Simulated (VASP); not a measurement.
A run of VASP 6.6.1 is set up as follows.

The input POSCAR:

```
C
1.0
    1.7445379806      1.7445379806      0.0000000000
   -1.7445379806      1.7445379806      0.0000000000
    0.0000000000      1.7445379806      1.7879629429
C
2
Direct
    0.5000000000      0.5000000000      0.0000000000
    0.7500000000      0.2500000000      0.5000000000
```

INCAR.step1

```
SYSTEM = C
PREC = Accurate ; ENCUT = 1430
ISMEAR = 0 ; SIGMA = 0.01
LREAL = .False. ; LASPH = .True.
NELM = 120 ; NBANDS = 11
GGA = PE ; ALGO = Normal
EDIFF = 1E-5 ; LWAVE = .True.
LCHARG = .False. ; GGA_COMPAT = .False.
```

Contents of INCAR.step2:

```
SYSTEM = C
PREC = Accurate ; ENCUT = 1430
EDIFF = 1E-6 ; ISMEAR = 0
SIGMA = 0.01 ; LREAL = .False.
LASPH = .True. ; NELM = 120
ALGO = Normal ; ISIF = 2
LWAVE = .False. ; LCHARG = .True.
METAGGA = R2SCAN ; LMIXTAU = .True.
LELF = .True. ; LVHAR = .True.
NBANDS = 11 ; ISTART = 1
GGA_COMPAT = .False.
```

Contents of KPOINTS:

```
regular mesh
0
Gamma
  12 12 12
  0 0 0
```

Potentials or basis: VASP PAW PBE potentials, release 64 (C_h).

The run is started by

```sh
$ cat potpaw_PBE.64/C_h/POTCAR > POTCAR
$ cp INCAR.step1 INCAR
$ mpirun -np 1 vasp_std > vasp.out
$ cp INCAR.step2 INCAR
$ mpirun -np 1 vasp_std > vasp.out
```

(1) What does it give for the pressure?

(2) Estimate the band gap on the k mesh.

## Answers

(1) 16.7 GPa.

(2) 4.14 eV (least direct gap 5.75 eV).

Caveat: the cell differs from its parent crystal (in-plane strain -0.02, then relaxed in part); the stress differs along the axes, from -1 to 25 GPa; the PAW data sets were made with another functional, which shifts forces and pressure a little.
